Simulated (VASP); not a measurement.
Here is a VASP 6.6.1 calculation.

The input INCAR:

```
SYSTEM = CoSi
ALGO = Normal ; EDIFF = 1E-6
ENCUT = 520 ; ISIF = 2
ISMEAR = 0 ; LASPH = .True.
LCHARG = .False. ; LREAL = .False.
LWAVE = .False. ; NBANDS = 36
NELM = 60 ; PREC = Accurate
SIGMA = 0.02
```

Contents of KPOINTS:

```
k-points
0
Gamma
  10 10 10
  0 0 0
```

File POSCAR:

```
CoSi
1.0
    4.3502543968      0.0000000000      0.0000000000
    0.0000000000      4.3502543968      0.0000000000
    0.0000000000      0.0000000000      4.3502543968
Co Si
4 4
Direct
    0.1457069716      0.1457069716      0.1457069716
    0.3542930284      0.8542930284      0.6457069716
    0.6457069716      0.3542930284      0.8542930284
    0.8542930284      0.6457069716      0.3542930284
    0.8430799478      0.8430799478      0.8430799478
    0.6569200522      0.1569200522      0.3430799478
    0.3430799478      0.6569200522      0.1569200522
    0.1569200522      0.3430799478      0.6569200522
```

Potentials or basis: VASP PAW LDA potentials, release 64 (Co, Si).

Command:

```console
$ cat potpaw_LDA.64/Co/POTCAR potpaw_LDA.64/Si/POTCAR > POTCAR
$ mpirun -np 1 vasp_std > vasp.out
```

Question: Estimate the pressure.

Answer: 0.4 GPa.

Question: What does it give for the band gap on the k mesh?

Answer: Zero (bands 26 and 27 overlap by 0.24 eV).

Forces in eV/Å, atoms in the order of the input:
```
Co   0.005  0.005  0.005
Co  -0.005 -0.005  0.005
Co   0.005 -0.005 -0.005
Co  -0.005  0.005 -0.005
Si   0.003  0.003  0.003
Si  -0.003 -0.003  0.003
Si   0.003 -0.003 -0.003
Si  -0.003  0.003 -0.003
```

Spin polarisation is off, so any magnetic state and its effect on volume and gap are missing.
